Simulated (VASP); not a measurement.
Here is a VASP 6.6.1 calculation.

File POSCAR:

```
SrLiH3
1.0
    4.6307910000      0.0000000000      0.0000000000
    0.0000000000      4.6307910000      0.0000000000
    0.0000000000      0.0000000000      4.6307910000
Sr Li H
1 1 3
Direct
    0.5032800000      0.4943360000      0.5019290000
    0.0020250000      0.0053550000     -0.0121980000
    0.5008960000      0.5020190000     -0.0009430000
    0.5055660000      0.0070640000      0.4878350000
   -0.0114320000      0.5131620000      0.4921090000
```

The input INCAR.step1:

```
SYSTEM = SrLiH3
PREC = Accurate
ENCUT = 520
ISMEAR = 0
SIGMA = 0.05
LREAL = .FALSE.
LASPH = .TRUE.
NELM = 80
NBANDS = 16
GGA = PE
ALGO = Normal
EDIFF = 1E-4
LWAVE = .TRUE.
LCHARG = .FALSE.
```

File INCAR.step2:

```
SYSTEM = SrLiH3
PREC = Accurate
ENCUT = 520
EDIFF = 1E-6
ISMEAR = 0
SIGMA = 0.05
LREAL = .FALSE.
LASPH = .TRUE.
NELM = 80
ALGO = Normal
ISIF = 2
LWAVE = .FALSE.
LCHARG = .FALSE.
METAGGA = R2SCAN
LMIXTAU = .TRUE.
NBANDS = 16
ISTART = 1
```

KPOINTS

```
regular mesh
0
G
  4 4 4
  0 0 0
```

Potentials or basis: VASP PAW PBE potentials, release 64 (Sr_sv, Li_sv, H).

Command:

```console
$ cat potpaw_PBE.64/Sr_sv/POTCAR potpaw_PBE.64/Li_sv/POTCAR potpaw_PBE.64/H/POTCAR > POTCAR
$ cp INCAR.step1 INCAR
$ mpirun -np 1 vasp_std > vasp.out
$ cp INCAR.step2 INCAR
$ mpirun -np 1 vasp_std > vasp.out
```

Problem. What does it give for the band gap on the k mesh?

Solution. 2.35 eV, indirect (least direct gap 2.75 eV).

Problem. Predict the largest force.

Solution. 0.580 eV/Å.

Forces in eV/Å, atoms in the order of the input:
```
Sr  -0.385  0.404 -0.157
Li  -0.010 -0.054  0.045
H   -0.019 -0.028  0.046
H   -0.005 -0.329  0.026
H    0.418  0.006  0.039
```

Caveat: the PAW data sets were made with another functional, which shifts forces and pressure a little. r2SCAN opens gaps a little over a GGA but as a rule still falls short of measured ones.
